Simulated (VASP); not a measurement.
# Cu in VASP: notebook

The runs below take Cu through single point, with PBE.

All numbers are computed with VASP 6.6.1; they aren't measurements. Logs are shortened: lines on timing, memory, paths and dates and some standing lists are left out, and cuts for length are marked.

### Step 1. The cell of the first run

The cell holds a slab with vacuum, 3 atoms: a = 2.567 Å, b = 2.567 Å, c = 20.191 Å, α = 90.00°, β = 90.00°, γ = 120.00°.

### Step 2. Single point, PBE

INCAR

```
PREC     = Accurate       # precision mode
ENCUT    = 520            # plane-wave cutoff, eV
EDIFF    = 1E-6           # SCF threshold, eV
ISMEAR   = -1             # smearing method
SIGMA    = 0.1            # smearing width, eV
LREAL    = F              # projectors in reciprocal space
LASPH    = T              # aspherical terms in the spheres
NELM     = 60             # most SCF steps
ALGO     = Normal         # electronic algorithm
ISIF     = 2              # what is computed and relaxed
LWAVE    = F              # write WAVECAR
LCHARG   = F              # write CHGCAR
LDIPOL   = T            
IDIPOL   = 3            
DIPOL    = 0.5 0.5 0.500
GGA      = PE             # functional
NBANDS   = 24             # bands
```

KPOINTS

```
Automatic mesh
0
Gamma
  15 15 1
```

POSCAR

```
Cu
1.0
    2.5665139637      0.0000000000      0.0000000000
   -1.2832569818      2.2226662917      0.0000000000
    0.0000000000      0.0000000000     20.1911000000
Cu
3
Direct
    0.1666666665      0.3333333335      0.3962141798
    0.5000000005      0.9999999995      0.4999999997
    0.8333333335      0.6666666665      0.6037858202
```

Potentials or basis: VASP PAW PBE potentials, release 64 (Cu).

Command:

```console
cat potpaw_PBE.64/Cu/POTCAR > POTCAR
mpirun -np 1 vasp_std > vasp.out
```

OUTCAR:

```text
PREC = Accurate
   ENCUT = 520
   EDIFF = 1E-6
   ISMEAR = -1
   LREAL = F
   LASPH = T
   NELM = 60
   ISIF = 2
   GGA = PE

 ion  position               nearest neighbor table
   1  0.167  0.333  0.396-   2 2.57   2 2.57   2 2.57
   2  0.500  1.000  0.500-   1 2.57   1 2.57   1 2.57   3 2.57   3 2.57   3 2.57
   3  0.833  0.667  0.604-   2 2.57   2 2.57   2 2.57

  LATTYP: Found a hexagonal cell.
 ALAT       =     2.5665139637
 C/A-ratio  =     7.8671303899

  Lattice vectors:

 A1 = (   2.5665139637,   0.0000000000,   0.0000000000)
 A2 = (  -1.2832569818,   2.2226662917,   0.0000000000)
 A3 = (   0.0000000000,   0.0000000000,  20.1911000000)

Analysis of symmetry for initial positions (statically):
=====================================================================
 Subroutine PRICEL returns:
 Original cell was already a primitive cell.

 Routine SETGRP: Setting up the symmetry group for a
 hexagonal supercell.

 Subroutine GETGRP returns: Found 12 space group operations
 (whereof  4 operations were pure point group operations)
 out of a pool of 24 trial point group operations.

The static configuration has the point symmetry C_2h.
 The point group associated with its full space group is D_3d.

Analysis of symmetry for dynamics (positions and initial velocities):
=====================================================================
 Subroutine PRICEL returns:
 Original cell was already a primitive cell.

 Routine SETGRP: Setting up the symmetry group for a
 hexagonal supercell.

 Subroutine GETGRP returns: Found 12 space group operations
 (whereof  4 operations were pure point group operations)
 out of a pool of 24 trial point group operations.

The dynamic configuration has the point symmetry C_2h.
 The point group associated with its full space group is D_3d.

 Subroutine INISYM returns: Found 12 space group operations
 (whereof  4 operations are pure point group operations),
 and found     1 'primitive' translations

----------------------------------------------------------------------------------------

                                     Primitive cell

  volume of cell :     115.1802

  direct lattice vectors                    reciprocal lattice vectors
     2.566513964  0.000000000  0.000000000     0.389633571  0.224955047  0.000000000
    -1.283256982  2.222666292  0.000000000     0.000000000  0.449910094  0.000000000
     0.000000000  0.000000000 20.191100000     0.000000000  0.000000000  0.049526772

  length of vectors
     2.566513964  2.566513964 20.191100000     0.449910094  0.449910094  0.049526772

  position of ions in fractional coordinates (direct lattice)
     0.166666666  0.333333334  0.396214180
     0.500000001  0.999999999  0.500000000
     0.833333334  0.666666666  0.603785820

  ion indices of the primitive-cell ions
   primitive index   ion index
                 1           1
                 2           2
                 3           3

----------------------------------------------------------------------------------------

 KPOINTS: Automatic mesh

Automatic generation of k-mesh.
 Grid dimensions read from file:
 generate k-points for:   15   15    1

 Generating k-lattice:

  Cartesian coordinates                     Fractional coordinates (reciprocal lattice)
     0.025975571  0.014997003  0.000000000     0.066666667  0.000000000  0.000000000
     0.000000000  0.029994006  0.000000000     0.000000000  0.066666667  0.000000000
     0.000000000  0.000000000  0.049526772     0.000000000  0.000000000  1.000000000

  Length of vectors
     0.029994006  0.029994006  0.049526772

  Shift w.r.t. Gamma in fractional coordinates (k-lattice)
     0.000000000  0.000000000  0.000000000

 Subroutine IBZKPT returns following result:
 ===========================================

 Found     27 irreducible k-points:

 Following reciprocal coordinates:
            Coordinates               Weight
  0.000000  0.000000  0.000000      1.000000
  0.066667  0.000000  0.000000      6.000000
  0.133333  0.000000  0.000000      6.000000
  0.200000  0.000000  0.000000      6.000000
  0.266667  0.000000  0.000000      6.000000
  0.333333  0.000000  0.000000      6.000000
[... 16 lines left out ...]
  0.333333  0.200000  0.000000     12.000000
  0.400000  0.200000  0.000000      6.000000
 [... further k-points ...]
   k-points           NKPTS =     27   k-points in BZ     NKDIM =     27   number of bands    NBANDS=     24
   number of dos      NEDOS =    301   number of ions     NIONS =      3
   total plane-waves  NPLWV =  60000
   dimension x,y,z NGX =    20 NGY =   20 NGZ =  150
   dimension x,y,z NGXF=    40 NGYF=   40 NGZF=  300
   ions per type =               3
   NGX,Y,Z   is equivalent  to a cutoff of  12.95, 12.95, 12.35 a.u.
   NGXF,Y,Z  is equivalent  to a cutoff of  25.91, 25.91, 24.70 a.u.
 SYSTEM =  unknown system
   PREC   = accura    normal or accurate (medium, high low for compatibility)
   ISTART =      0    job   : 0-new  1-cont  2-samecut
   ICHARG =      2    charge: 1-file 2-atom 10-const
   ISPIN  =      1    spin polarized calculation?
   LNONCOLLINEAR =      F non collinear calculations
   LSORBIT =      F    spin-orbit coupling
   LASPH  =      T    aspherical Exc in radial PAW
   ENCUT  =  520.0 eV  38.22 Ry    6.18 a.u.   4.77  4.77 37.54*2*pi/ulx,y,z
   NELM   =     60;   NELMIN=  2; NELMDL= -5     # of ELM steps
   EDIFF  = 0.1E-05   stopping-criterion for ELM
   LREAL  =      F    real-space projection
   EDIFFG = 0.1E-04   stopping-criterion for IOM
   NSW    =      0    number of steps for IOM
   IBRION =     -1    ionic relax: 0-MD 1-quasi-New 2-CG
   NFREE  =      0    steps in history (QN), initial steepest desc. (CG)
   ISIF   =      2    stress and relaxation
   ISYM   =      2    0-nonsym 1-usesym 2-fastsym
   POTIM  = 0.5000    time-step for ionic-motion
   TEBEG  =    0.0;   TEEND  =   0.0 temperature during run
   PSTRESS=    0.0 pullay stress
   NELECT =      33.0000    total number of electrons
   NUPDOWN=      -1.0000    fix difference up-down
   EMIN   =  10.00;   EMAX   =-10.00  energy-range for DOS
   EFERMI =   0.00;   METHOD = LEGACY
   ISMEAR =    -1;   SIGMA  =   0.10  broadening in eV -4-tet -1-fermi 0-gaus
   EFERMI_NEDOS =   21; number of points for ismear=-14 and -15
   IALGO  =     38    algorithm
   IMIX   =      4    mixing-type and parameters
     AMIX     =   0.40;   BMIX     =  1.00
     AMIX_MAG =   1.60;   BMIX_MAG =  1.00
  volume/ion in A,a.u.               =      38.39       259.09
  Fermi-wavevector in a.u.,A,eV,Ry     =   1.079245  2.039478 15.847665  1.164771
  Thomas-Fermi vector in A             =   2.215205
   LORBIT       =      0    0 simple, 1 ext, 2 COOP (PROOUT), +10 PAW based schemes
   GGA     = PE    functional components
   LHFCALC =     F    Hartree Fock is set to
   AEXX    =    0.0000 exact exchange contribution
   IVDW    =     0    specifies the selected vdW correction
   LEPSILON=     F    determine dielectric tensor
   LRPA    =     F    only Hartree local field effects (RPA)
 non-spin polarized calculation
  energy-cutoff  :      520.00
  volume of cell :      115.18
 maximum number of plane-waves:      3126
 NGX is ok and might be reduce to    20
   NGX =  9   NGY =  9   NGZ = 75

 dipolmoment           0.000000      0.000000     -0.000000 electrons x Angstroem

 number of electron      33.0000002 magnetization

 dipolmoment           0.000000      0.000000      0.000000 electrons x Angstroem

 Free energy of the ion-electron system (eV)
  ---------------------------------------------------
  ext. energy  EPLUGINS =         0.00000000
  ---------------------------------------------------
  free energy    TOTEN  =       -10.29892947 eV

  energy without entropy =      -10.27963909  energy(sigma->0) =      -10.28928428

 E-fermi :  -0.8718     XC(G=0):  -4.8403

 val. band max:       -0.9544792507   @ k =   0.0000   0.0000   0.0000
 cond. band min:      -0.7944500211   @ k =   0.1333   0.1333   0.0000
 fundamental gap:      0.1600292296
 Fermi energy:        -0.8718100839

 k-point     1 :       0.0000    0.0000    0.0000
  band No.  band energies     occupation
      1      -9.4206      2.00000
      2      -7.4775      2.00000
      3      -5.9893      2.00000
      4      -3.8590      2.00000
      5      -3.8087      2.00000
      6      -3.8087      2.00000
[... 16 lines left out ...]
     23       6.0345      0.00000
     24       6.2465      0.00000

 k-point     2 :       0.0667    0.0000    0.0000
  band No.  band energies     occupation
      1      -9.2803      2.00000
      2      -7.3451      2.00000
      3      -5.8834      2.00000
      4      -3.9031      2.00000
      5      -3.8582      2.00000
      6      -3.7946      2.00000
[... 16 lines left out ...]
     23       6.1693      0.00000
     24       6.3650      0.00000

 k-point     3 :       0.1333    0.0000    0.0000
  band No.  band energies     occupation
      1      -8.8667      2.00000
      2      -6.9630      2.00000
      3      -5.5890      2.00000
      4      -4.0675      2.00000
      5      -3.9328      2.00000
      6      -3.8540      2.00000
[... 16 lines left out ...]
     23       6.5733      0.00000
     24       6.7244      0.00000
[... 514 lines left out ...]
 k-point    23 :       0.3333    0.2000    0.0000
  band No.  band energies     occupation
      1      -5.1500      2.00000
      2      -4.9996      2.00000
      3      -4.7224      2.00000
      4      -4.4951      2.00000
      5      -4.2208      2.00000
      6      -4.0792      2.00000
[... 16 lines left out ...]
     23       8.4216      0.00000
     24       9.2123      0.00000

 k-point    24 :       0.4000    0.2000    0.0000
  band No.  band energies     occupation
      1      -5.0699      2.00000
      2      -4.9770      2.00000
      3      -4.7276      2.00000
      4      -4.5258      2.00000
      5      -4.2359      2.00000
      6      -4.0439      2.00000
[... 16 lines left out ...]
     23       8.7343      0.00000
     24       9.1174      0.00000

 [... further k-points ...]

------------------------ aborting loop because EDIFF is reached ----------------------------------------

 vacuum level on the upper side and lower side of the slab       (xc-potential included)        -0.145        -0.145

  FORCE on cell =-STRESS in cart. coord.  units (eV):
  Direction    XX          YY          ZZ          XY          YZ          ZX
  --------------------------------------------------------------------------------------
  -------------------------------------------------------------------------------------
  Total       -1.1722220     -1.1722220     -0.3539629     -0.0000000      0.0000000      0.0000000
  in kB      -16.3058169    -16.3058169     -4.9236875     -0.0000000      0.0000000      0.0000000
  external PRESSURE =     -12.5117737 kB  Pullay stress =       0.0000000 kB

 VOLUME and BASIS-vectors are now :
 -----------------------------------------------------------------------------
  energy-cutoff  :      520.00
  volume of cell :      115.18
      direct lattice vectors                 reciprocal lattice vectors
     2.566513964  0.000000000  0.000000000     0.389633571  0.224955047  0.000000000
    -1.283256982  2.222666292  0.000000000     0.000000000  0.449910094  0.000000000
     0.000000000  0.000000000 20.191100000     0.000000000  0.000000000  0.049526772

 POSITION                                       TOTAL-FORCE (eV/Angst)
 -----------------------------------------------------------------------------------
     -0.00000      0.74089      8.00000         0.000000     -0.000000      0.078900
      0.00000      2.22267     10.09555        -0.000000     -0.000000      0.000000
      1.28326      1.48178     12.19110        -0.000000      0.000000     -0.078900
 -----------------------------------------------------------------------------------
    total drift:                               -0.000000      0.000000      0.000005

  FREE ENERGIE OF THE ION-ELECTRON SYSTEM (eV)
  ---------------------------------------------------
  free  energy   TOTEN  =       -10.2989294699 eV

  energy  without entropy=      -10.2796390882  energy(sigma->0) =      -10.28928428

 vacuum level on the upper side and lower side of the slab         3.760         3.760
```

Wall time 3.6 min (1 thread of Intel Xeon 8259CL, shared host); peak memory 0.25 GiB.

Results:

* Free energy: -10.2989 eV
* Largest force: 0.079 eV/Å
* Band gap on the k mesh: zero (an odd number of electrons rules out a gap without spin polarisation)

Forces on the atoms (eV/Å):
```
Cu   0.000  0.000  0.079
Cu   0.000  0.000  0.000
Cu   0.000  0.000 -0.079
```

### Step 3. Single point, PBE

INCAR

```
SYSTEM = Cu
PREC     = Accurate       ! precision mode
ENCUT    = 520            ! plane-wave cutoff, eV
EDIFF    = 1E-7           ! SCF threshold, eV
ISMEAR   = -1             ! smearing method
SIGMA    = 0.1            ! smearing width, eV
LREAL    = .FALSE.        ! projectors in reciprocal space
LASPH    = .TRUE.         ! aspherical terms in the spheres
NELM     = 80             ! most SCF steps
ALGO     = Normal         ! electronic algorithm
ISIF     = 2              ! what is computed and relaxed
LWAVE    = .FALSE.        ! write WAVECAR
LCHARG   = .TRUE.         ! write CHGCAR
LDIPOL   = .TRUE.       
IDIPOL   = 3            
DIPOL    = 0.5 0.5 0.500
GGA      = PE             ! functional
LELF     = .TRUE.         ! ELF
LVHAR    = .TRUE.       
LVACPOTAV= .TRUE.       
NBANDS   = 24             ! bands
```

KPOINTS

```
regular mesh
0
G
  15 15 1
  0 0 0
```

POSCAR

```
Cu
1.0
    2.5665139637      0.0000000000      0.0000000000
   -1.2832569818      2.2226662917      0.0000000000
    0.0000000000      0.0000000000     20.1911000000
Cu
3
Direct
    0.1666666667      0.3333333333      0.3974439066
    0.5000000000      1.0000000000      0.4999999857
    0.8333333333      0.6666666667      0.6025561074
```

Potentials or basis: VASP PAW PBE potentials, release 64 (Cu).

Command:

```console
cat potpaw_PBE.64/Cu/POTCAR > POTCAR
mpirun -np 1 vasp_std > vasp.out
```

It took 3.7 min on 1 thread of Intel Xeon 8259CL, shared host; peak memory 0.25 GiB.

The run converged. Its results:

- Free energy: -10.3004 eV
- Largest force: 0.020 eV/Å
- Band gap on the k mesh: zero (an odd number of electrons rules out a gap without spin polarisation)

Forces on the atoms (eV/Å):
```
Cu   0.000  0.000 -0.020
Cu   0.000  0.000  0.000
Cu   0.000  0.000  0.020
```

Levels at points of the mesh, in eV from the Fermi level:
| k point | band 13 | band 14 | band 15 | band 16 | band 17 | band 18 | band 19 | band 20 | band 21 | band 22 |
| --- | --- | --- | --- | --- | --- | --- | --- | --- | --- | --- |
| (0.00, 0.00, 0.00) | -2.16 | -1.87 | -1.87 | -1.64 | -1.64 | -1.54 | -0.07 | 4.15 | 4.66 | 5.22 |

[end of part 1 of 2]
